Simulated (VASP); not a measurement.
# Bi (Im-3m) in VASP: notebook

Runs on Bi. Level: PBEsol. Tasks: single point.

Program: VASP 6.6.1. These are calculated values, not measurements. Logs are shortened: lines on timing, memory, paths and dates and some standing lists are left out, and cuts for length are marked.

## (1) The cell of the first run

Symmetry: Im-3m, No. 229, cubic system. Conventional cell: a = 3.914 Å, b = 3.914 Å, c = 3.914 Å, α = 90.00°, β = 90.00°, γ = 90.00°. Bi (site symmetry m-3m) has 14 Bi at 3.39 to 3.91 Å within 4.5 Å.

## (2) Single point, PBEsol

File INCAR:

```
PREC = Accurate
ENCUT = 520
EDIFF = 1E-6
ISMEAR = 0
SIGMA = 0.1
LREAL = F
LASPH = T
NELM = 80
ALGO = Normal
ISIF = 2
LWAVE = F
LCHARG = F
GGA = PS
NBANDS = 14
```

File KPOINTS:

```
Automatic mesh
0
Gamma
  16 16 16
```

File POSCAR:

```
Bi
1.0
   -1.9568224047      1.9568224047      1.9568224047
    1.9568224047     -1.9568224047      1.9568224047
    1.9568224047      1.9568224047     -1.9568224047
Bi
1
Direct
    0.0000000000      0.0000000000      0.0000000000
```

Potentials or basis: VASP PAW PBE potentials, release 64 (Bi_d).

Run with:

```console
$ cat potpaw_PBE.64/Bi_d/POTCAR > POTCAR
$ mpirun -np 1 vasp_std > vasp.out
```

OUTCAR:

```text
PREC = Accurate
   ENCUT = 520
   EDIFF = 1E-6
   ISMEAR = 0
   LREAL = F
   LASPH = T
   NELM = 80
   ISIF = 2
   GGA = PS

 ion  position               nearest neighbor table
   1  0.000  0.000  0.000-

  LATTYP: Found a body centered cubic cell.
 ALAT       =     3.9136448094

  Lattice vectors:

 A1 = (  -1.9568224047,   1.9568224047,   1.9568224047)
 A2 = (   1.9568224047,  -1.9568224047,   1.9568224047)
 A3 = (   1.9568224047,   1.9568224047,  -1.9568224047)

Analysis of symmetry for initial positions (statically):
=====================================================================
 Subroutine PRICEL returns:
 Original cell was already a primitive cell.

 Routine SETGRP: Setting up the symmetry group for a
 body centered cubic supercell.

 Subroutine GETGRP returns: Found 48 space group operations
 (whereof 48 operations were pure point group operations)
 out of a pool of 48 trial point group operations.

The static configuration has the point symmetry O_h .

Analysis of symmetry for dynamics (positions and initial velocities):
=====================================================================
 Subroutine PRICEL returns:
 Original cell was already a primitive cell.

 Routine SETGRP: Setting up the symmetry group for a
 body centered cubic supercell.

 Subroutine GETGRP returns: Found 48 space group operations
 (whereof 48 operations were pure point group operations)
 out of a pool of 48 trial point group operations.

The dynamic configuration has the point symmetry O_h .

 Subroutine INISYM returns: Found 48 space group operations
 (whereof 48 operations are pure point group operations),
 and found     1 'primitive' translations

----------------------------------------------------------------------------------------

                                     Primitive cell

  volume of cell :      29.9719

  direct lattice vectors                    reciprocal lattice vectors
    -1.956822405  1.956822405  1.956822405     0.000000000  0.255516289  0.255516289
     1.956822405 -1.956822405  1.956822405     0.255516289  0.000000000  0.255516289
     1.956822405  1.956822405 -1.956822405     0.255516289  0.255516289  0.000000000

  length of vectors
     3.389315826  3.389315826  3.389315826     0.361354602  0.361354602  0.361354602

  position of ions in fractional coordinates (direct lattice)
     0.000000000  0.000000000  0.000000000

  ion indices of the primitive-cell ions
   primitive index   ion index
                 1           1

----------------------------------------------------------------------------------------

 KPOINTS: Automatic mesh

Automatic generation of k-mesh.
 Grid dimensions read from file:
 generate k-points for:   16   16   16

 Generating k-lattice:

  Cartesian coordinates                     Fractional coordinates (reciprocal lattice)
     0.000000000  0.015969768  0.015969768     0.062500000  0.000000000  0.000000000
     0.015969768  0.000000000  0.015969768     0.000000000  0.062500000  0.000000000
     0.015969768  0.015969768  0.000000000     0.000000000  0.000000000  0.062500000

  Length of vectors
     0.022584663  0.022584663  0.022584663

  Shift w.r.t. Gamma in fractional coordinates (k-lattice)
     0.000000000  0.000000000  0.000000000

 Subroutine IBZKPT returns following result:
 ===========================================

 Found    145 irreducible k-points:

 Following reciprocal coordinates:
            Coordinates               Weight
  0.000000  0.000000  0.000000      1.000000
  0.062500  0.000000  0.000000     12.000000
  0.125000  0.000000  0.000000     12.000000
  0.187500  0.000000  0.000000     12.000000
  0.250000  0.000000  0.000000     12.000000
  0.312500  0.000000  0.000000     12.000000
[... 16 lines left out ...]
  0.187500  0.187500  0.000000     24.000000
  0.250000  0.187500  0.000000     48.000000
 [... further k-points ...]
   k-points           NKPTS =    145   k-points in BZ     NKDIM =    145   number of bands    NBANDS=     14
   number of dos      NEDOS =    301   number of ions     NIONS =      1
   total plane-waves  NPLWV =  21952
   dimension x,y,z NGX =    28 NGY =   28 NGZ =   28
   dimension x,y,z NGXF=    56 NGYF=   56 NGZF=   56
   ions per type =               1
   NGX,Y,Z   is equivalent  to a cutoff of  13.73, 13.73, 13.73 a.u.
   NGXF,Y,Z  is equivalent  to a cutoff of  27.47, 27.47, 27.47 a.u.
 SYSTEM =  unknown system
   PREC   = accura    normal or accurate (medium, high low for compatibility)
   ISTART =      0    job   : 0-new  1-cont  2-samecut
   ICHARG =      2    charge: 1-file 2-atom 10-const
   ISPIN  =      1    spin polarized calculation?
   LNONCOLLINEAR =      F non collinear calculations
   LSORBIT =      F    spin-orbit coupling
   LASPH  =      T    aspherical Exc in radial PAW
   ENCUT  =  520.0 eV  38.22 Ry    6.18 a.u.   6.30  6.30  6.30*2*pi/ulx,y,z
   NELM   =     80;   NELMIN=  2; NELMDL= -5     # of ELM steps
   EDIFF  = 0.1E-05   stopping-criterion for ELM
   LREAL  =      F    real-space projection
   EDIFFG = 0.1E-04   stopping-criterion for IOM
   NSW    =      0    number of steps for IOM
   IBRION =     -1    ionic relax: 0-MD 1-quasi-New 2-CG
   NFREE  =      0    steps in history (QN), initial steepest desc. (CG)
   ISIF   =      2    stress and relaxation
   ISYM   =      2    0-nonsym 1-usesym 2-fastsym
   POTIM  = 0.5000    time-step for ionic-motion
   TEBEG  =    0.0;   TEEND  =   0.0 temperature during run
   PSTRESS=    0.0 pullay stress
   NELECT =      15.0000    total number of electrons
   NUPDOWN=      -1.0000    fix difference up-down
   EMIN   =  10.00;   EMAX   =-10.00  energy-range for DOS
   EFERMI =   0.00;   METHOD = LEGACY
   ISMEAR =     0;   SIGMA  =   0.10  broadening in eV -4-tet -1-fermi 0-gaus
   EFERMI_NEDOS =   21; number of points for ismear=-14 and -15
   IALGO  =     38    algorithm
   IMIX   =      4    mixing-type and parameters
     AMIX     =   0.40;   BMIX     =  1.00
     AMIX_MAG =   1.60;   BMIX_MAG =  1.00
  volume/ion in A,a.u.               =      29.97       202.26
  Fermi-wavevector in a.u.,A,eV,Ry     =   1.299772  2.456213 22.985781  1.689407
  Thomas-Fermi vector in A             =   2.431014
   LORBIT       =      0    0 simple, 1 ext, 2 COOP (PROOUT), +10 PAW based schemes
   GGA     = PS    functional components
   LHFCALC =     F    Hartree Fock is set to
   AEXX    =    0.0000 exact exchange contribution
   IVDW    =     0    specifies the selected vdW correction
   LEPSILON=     F    determine dielectric tensor
   LRPA    =     F    only Hartree local field effects (RPA)
 non-spin polarized calculation
 Gauss-broadening in eV      SIGMA  =   0.10
  energy-cutoff  :      520.00
  volume of cell :       29.97
 maximum number of plane-waves:       820
 NGX is ok and might be reduce to    28
   NGX = 13   NGY = 13   NGZ = 13

 number of electron      15.0000000 magnetization

 Free energy of the ion-electron system (eV)
  ---------------------------------------------------
  ext. energy  EPLUGINS =         0.00000000
  ---------------------------------------------------
  free energy    TOTEN  =        -4.21977094 eV

  energy without entropy =       -4.21622225  energy(sigma->0) =       -4.21799659

 E-fermi :   8.2038     XC(G=0): -10.6200

 val. band max:        8.1744144627   @ k =  -0.4375   0.5000   0.1250
 cond. band min:       8.2194903173   @ k =   0.3125   0.1250   0.0625
 fundamental gap:      0.0450758546
 Fermi energy:         8.2037848757

 k-point     1 :       0.0000    0.0000    0.0000
  band No.  band energies     occupation
      1     -14.7610      2.00000
      2     -14.7610      2.00000
      3     -14.7610      2.00000
      4     -14.6141      2.00000
      5     -14.6141      2.00000
      6      -5.5781      2.00000
      7      13.6134      0.00000
      8      13.6134      0.00000
      9      13.6134      0.00000
     10      17.8170      0.00000
     11      18.7060      0.00000
     12      18.7060      0.00000
     13      18.7060      0.00000
     14      20.1579      0.00000

 k-point     2 :       0.0625    0.0000    0.0000
  band No.  band energies     occupation
      1     -14.7627      2.00000
      2     -14.7581      2.00000
      3     -14.7521      2.00000
      4     -14.6161      2.00000
      5     -14.6144      2.00000
      6      -5.5034      2.00000
      7      12.7912      0.00000
      8      13.3725      0.00000
      9      13.5404      0.00000
     10      17.9019      0.00000
     11      18.3319      0.00000
     12      18.5062      0.00000
     13      18.5865      0.00000
     14      20.4896      0.00000

 k-point     3 :       0.1250    0.0000    0.0000
  band No.  band energies     occupation
      1     -14.7677      2.00000
      2     -14.7501      2.00000
      3     -14.7266      2.00000
      4     -14.6217      2.00000
      5     -14.6154      2.00000
      6      -5.2804      2.00000
      7      11.1233      0.00000
      8      12.7787      0.00000
      9      13.3281      0.00000
     10      16.9114      0.00000
     11      17.7249      0.00000
     12      18.4540      0.00000
     13      19.5080      0.00000
     14      21.3107      0.00000
[... 324 lines left out ...]
 k-point    23 :       0.1875    0.1875    0.0000
  band No.  band energies     occupation
      1     -14.7734      2.00000
      2     -14.7262      2.00000
      3     -14.6395      2.00000
      4     -14.6258      2.00000
      5     -14.5976      2.00000
      6      -3.6718      2.00000
      7       6.2177      2.00000
      8       8.9902      0.00000
      9      11.5721      0.00000
     10      16.4579      0.00000
     11      17.3270      0.00000
     12      19.9290      0.00000
     13      21.1678      0.00000
     14      22.7858      0.00000

 k-point    24 :       0.2500    0.1875    0.0000
  band No.  band energies     occupation
      1     -14.7759      2.00000
      2     -14.7159      2.00000
      3     -14.6370      2.00000
      4     -14.6290      2.00000
      5     -14.5746      2.00000
      6      -3.0698      2.00000
      7       5.1485      2.00000
      8       8.0744      1.93282
      9      11.2256      0.00000
     10      16.3137      0.00000
     11      17.7414      0.00000
     12      20.0628      0.00000
     13      22.2766      0.00000
     14      22.5693      0.00000

 [... further k-points ...]
[... 5 lines left out ...]
  --------------------------------------------------------------------------------------
  -------------------------------------------------------------------------------------
  Total       -0.0196442     -0.0196442     -0.0196442      0.0000000      0.0000000      0.0000000
  in kB       -1.0501006     -1.0501006     -1.0501006      0.0000000      0.0000000      0.0000000
  external PRESSURE =      -1.0501006 kB  Pullay stress =       0.0000000 kB

 VOLUME and BASIS-vectors are now :
 -----------------------------------------------------------------------------
  energy-cutoff  :      520.00
  volume of cell :       29.97
      direct lattice vectors                 reciprocal lattice vectors
    -1.956822405  1.956822405  1.956822405     0.000000000  0.255516289  0.255516289
     1.956822405 -1.956822405  1.956822405     0.255516289  0.000000000  0.255516289
     1.956822405  1.956822405 -1.956822405     0.255516289  0.255516289  0.000000000

 POSITION                                       TOTAL-FORCE (eV/Angst)
 -----------------------------------------------------------------------------------
      0.00000      0.00000      0.00000        -0.000000     -0.000000     -0.000000
 -----------------------------------------------------------------------------------
    total drift:                               -0.000000     -0.000000     -0.000000

  FREE ENERGIE OF THE ION-ELECTRON SYSTEM (eV)
  ---------------------------------------------------
  free  energy   TOTEN  =        -4.2197709354 eV

  energy  without entropy=       -4.2162222504  energy(sigma->0) =       -4.21799659
```

Run time: 38 s. Hardware: 1 thread of Intel Xeon Platinum 8259CL at 2.50GHz (Skylake/Cascade Lake), shared host; peak memory 0.19 GiB.

Results:

```yaml
Free_energy: -4.2198 eV
Pressure: -0.1 GPa
```

Levels at points of the mesh, in eV from the Fermi level:
| k point | band 5 | band 6 | band 7 | band 8 | band 9 | band 10 |
| --- | --- | --- | --- | --- | --- | --- |
| (0.00, 0.00, 0.00) | -22.82 | -13.78 | 5.41 | 5.41 | 5.41 | 9.61 |
| (0.50, 0.00, 0.00) | -22.72 | -10.52 | -5.29 | 1.66 | 3.57 | 6.11 |
| (0.50, 0.50, 0.50) | -22.75 | -8.24 | -1.87 | -1.87 | -1.87 | 3.50 |

Caveat: the PAW data sets were made with another functional, which shifts forces and pressure a little; spin-orbit coupling is left out, which moves the levels of the heavy elements.

## (3) Single point, PBEsol (volume scaled by 1.03)

File INCAR:

```
SYSTEM = Bi
ALGO = Fast
EDIFF = 1E-6
ENCUT = 520
GGA = PS
ISIF = 2
ISMEAR = 0
LASPH = .TRUE.
LCHARG = .TRUE.
LELF = .TRUE.
LREAL = .FALSE.
LVHAR = .TRUE.
LWAVE = .FALSE.
NBANDS = 14
NELM = 60
PREC = Accurate
SIGMA = 0.1
```

File KPOINTS:

```
k-points
0
G
  16 16 16
  0 0 0
```

File POSCAR:

```
Bi
1.0
   -1.9761981440      1.9761981440      1.9761981440
    1.9761981440     -1.9761981440      1.9761981440
    1.9761981440      1.9761981440     -1.9761981440
Bi
1
Direct
    0.0000000000      0.0000000000      0.0000000000
```

Potentials or basis: VASP PAW PBE potentials, release 64 (Bi_d).

Run with:

```console
$ cat potpaw_PBE.64/Bi_d/POTCAR > POTCAR
$ mpirun -np 1 vasp_std > vasp.out
```

Run time: 54 s. Hardware: 1 thread of Intel Xeon Platinum 8259CL at 2.50GHz (Skylake/Cascade Lake), shared host; peak memory 0.19 GiB.

The run converged. Its results:

* Free energy: -4.2150 eV
* Pressure: -1.7 GPa

Levels at points of the mesh, in eV from the Fermi level:
| k point | band 5 | band 6 | band 7 | band 8 | band 9 | band 10 |
| --- | --- | --- | --- | --- | --- | --- |
| (0.00, 0.00, 0.00) | -22.80 | -13.57 | 5.20 | 5.20 | 5.20 | 9.23 |
| (0.50, 0.00, 0.00) | -22.72 | -10.47 | -5.11 | 1.61 | 3.49 | 6.00 |
| (0.50, 0.50, 0.50) | -22.74 | -8.33 | -1.80 | -1.80 | -1.80 | 3.53 |

Caveat: the PAW data sets were made with another functional, which shifts forces and pressure a little; spin-orbit coupling is left out, which moves the levels of the heavy elements.
